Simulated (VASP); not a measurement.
Input of a VASP 6.6.1 run:

INCAR

```
SYSTEM = Ta
ALGO = Fast
EDIFF = 1E-6
ENCUT = 520
GGA = PS
ISIF = 2
ISMEAR = 0
LASPH = .True.
LCHARG = .False.
LREAL = .False.
LWAVE = .False.
NBANDS = 12
NELM = 60
PREC = Accurate
SIGMA = 0.15
```

The input KPOINTS:

```
k-points
0
Gamma
  22 22 22
  0 0 0
```

File POSCAR:

```
Ta
1.0
   -1.2713336026      1.6738407664      1.6738407664
    1.6738407664     -1.2713336026      1.6738407664
    1.6738407664      1.6738407664     -1.2713336026
Ta
1
Direct
    0.0000000000      0.0000000000      0.0000000000
```

Potentials or basis: VASP PAW PBE potentials, release 64 (Ta_pv).

Launch:

```sh
$ cat potpaw_PBE.64/Ta_pv/POTCAR > POTCAR
$ mpirun -np 1 vasp_std > vasp.out
```

**Question.** What does it give for the pressure?

**Answer.** 6.5 GPa.

**Question.** Estimate the band gap on the k mesh.

**Answer.** Zero (an odd number of electrons rules out a gap without spin polarisation).

Stress tensor (GPa, compression positive):
```
  6.52 -13.35 -13.35
-13.35   6.52 -13.35
-13.35 -13.35   6.52
```

Caveat: the cell stands under pressure; the PAW data sets were made with another functional, which shifts forces and pressure a little; spin-orbit coupling is left out, which moves the levels of the heavy elements.
